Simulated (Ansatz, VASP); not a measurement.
# Two plane-wave programs on H

Contents of INCAR:

```
SYSTEM = H
PREC = Accurate
ENCUT = 520
EDIFF = 1E-7
ISMEAR = 0
SIGMA = 0.05
LREAL = .FALSE.
LASPH = .TRUE.
NELM = 60
ALGO = Normal
ISIF = 2
LWAVE = .FALSE.
LCHARG = .TRUE.
GGA = CA
LELF = .TRUE.
LVHAR = .TRUE.
NBANDS = 8
```

Contents of KPOINTS:

```
regular mesh
0
G
  10 10 10
  0 0 0
```

The input POSCAR:

```
H
1.0
   -1.6915344700      1.7676535211      2.0584739900
    1.6915344700     -1.7676535211      2.0584739900
    1.6915344700      1.7676535211     -2.0584739900
H
2
Direct
    0.9098622900      0.9098622900      0.0000000000
    0.0901377100      0.0901377100      0.0000000000
```

Input for Ansatz:

```yaml
crystal:
  lattice:
    - [-1.69153447, 1.7676535211, 2.05847399]
    - [1.69153447, -1.7676535211, 2.05847399]
    - [1.69153447, 1.7676535211, -2.05847399]
  atoms:
    - { symbol: H, position: [0.90986229, 0.90986229, 0.0] }
    - { symbol: H, position: [0.09013771, 0.09013771, 0.0] }
basis:
  ecutwfc: 420
kpoints:
  mp_grid: { grid: [10, 10, 10] }
hamiltonian:
  xc: lda
scf:
  occupations: { method: gaussian, width: 0.05 }
output:
  forces: true
  stress: true
  eigenvalues: true
```

Change from the starting cell: strain +0.0450 x Voigt [0, 1, 0, 0, 0, 0], atoms carried along.

Alike in both runs: task single point; functional LDA; k mesh 10 × 10 × 10; occupations gaussian, width 0.05 eV; no spin polarisation.

|  | VASP | Ansatz |
| --- | --- | --- |
| version | VASP 6.6.1 | Ansatz 0.2.0 |
| potentials or method | VASP PAW LDA potentials, release 64 (H), cutoff 520 eV | scalar-relativistic, plane waves, PAW |
| valence electrons in the cell | 2 | 2 |

|  | VASP | Ansatz | Ansatz less VASP |
| --- | --- | --- | --- |
| gap on the k mesh at the Fermi level (eV) | 8.26 | 8.27 | +0.006 |
| least direct gap on the mesh (eV) | 9.13 | 9.13 | +0.006 |
| pressure (GPa) | 0.7 | 0.9 | +0.18 |
| traceless stress, the component that is largest in VASP (GPa) | 3.12 | 3.11 | -0.005 |
| rms of the force components (eV/Å) | 0.557 | 0.551 | -0.0056 |

LDA's correlation is that of Perdew and Zunger in VASP and of Perdew and Wang (1992) in Ansatz. Atom by atom the forces differ by 0.006 eV/Å (rms over components).
